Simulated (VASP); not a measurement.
A run of VASP 6.6.1:

File INCAR:

```
SYSTEM = N
ALGO = Normal
EDIFF = 1E-6
EDIFFG = -0.008
ENCUT = 520
GGA = PS
IBRION = 2
ISIF = 2
ISMEAR = 0
LASPH = .TRUE.
LCHARG = .FALSE.
LREAL = .FALSE.
LWAVE = .FALSE.
NELM = 100
NSW = 60
PREC = Accurate
SIGMA = 0.02
```

KPOINTS

```
k-points
0
G
  6 6 4
  0 0 0
```

Contents of POSCAR:

```
N
1.0
    4.3671061469      0.0000000000      0.0000000000
   -2.1835530734      3.7820248642      0.0000000000
    0.0000000000      0.0000000000      7.7187611418
N
4
Direct
    0.3333333333      0.6666666667      0.3226558804
    0.3333333333      0.6666666667      0.1773441196
    0.6666666667      0.3333333333      0.8226558804
    0.6666666667      0.3333333333      0.6773441196
```

Potentials or basis: VASP PAW PBE potentials, release 64 (N).

Launch:

```console
$ cat potpaw_PBE.64/N/POTCAR > POTCAR
$ mpirun -np 1 vasp_std > vasp.out
```

Hardware: 1 thread of Intel Xeon 6975P-C, with other jobs on the host.

How long does it take, and how much memory?

It took 63 s on 1 thread of Intel Xeon 6975P-C, on a shared host, peak memory 0.24 GiB. Counts: scf iterations 36, k points 21, ion steps 4.
